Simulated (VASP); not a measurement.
Here is a VASP 6.6.1 calculation.

INCAR

```
PREC     = Accurate       # precision mode
ENCUT    = 520            # plane-wave cutoff, eV
EDIFF    = 1E-7           # SCF threshold, eV
ISMEAR   = 0              # smearing method
SIGMA    = 0.1            # smearing width, eV
LREAL    = False          # projectors in reciprocal space
LASPH    = True           # aspherical terms in the spheres
NELM     = 100            # most SCF steps
ALGO     = Normal         # electronic algorithm
ISIF     = 2              # what is computed and relaxed
LWAVE    = False          # write WAVECAR
LCHARG   = False          # write CHGCAR
GGA      = PE             # functional
NBANDS   = 22             # bands
```

The input KPOINTS:

```
Automatic mesh
0
Gamma
  4 4 4
```

POSCAR

```
Li
1.0
    5.4529985533      0.0000000000      0.0000000000
    0.0000000000      5.4529985533      0.0000000000
    0.0000000000      0.0000000000      5.4529985533
Li
8
Direct
    0.5000000000      0.5000000000      0.5000000000
    0.0000000000      0.0000000000      0.0000000000
    0.2500000000      0.0000000000      0.5000000000
    0.5000000000      0.2500000000      0.0000000000
    0.5000000000      0.7500000000      0.0000000000
    0.7500000000      0.0000000000      0.5000000000
    0.0000000000      0.5000000000      0.7500000000
    0.0000000000      0.5000000000      0.2500000000
```

Potentials or basis: VASP PAW PBE potentials, release 64 (Li_sv).

The run is started by

```console
$ cat potpaw_PBE.64/Li_sv/POTCAR > POTCAR
$ mpirun -np 1 vasp_std > vasp.out
```

Problem. Estimate the band gap on the k mesh.

Solution. Zero (bands 12 and 13 overlap by 1.12 eV).
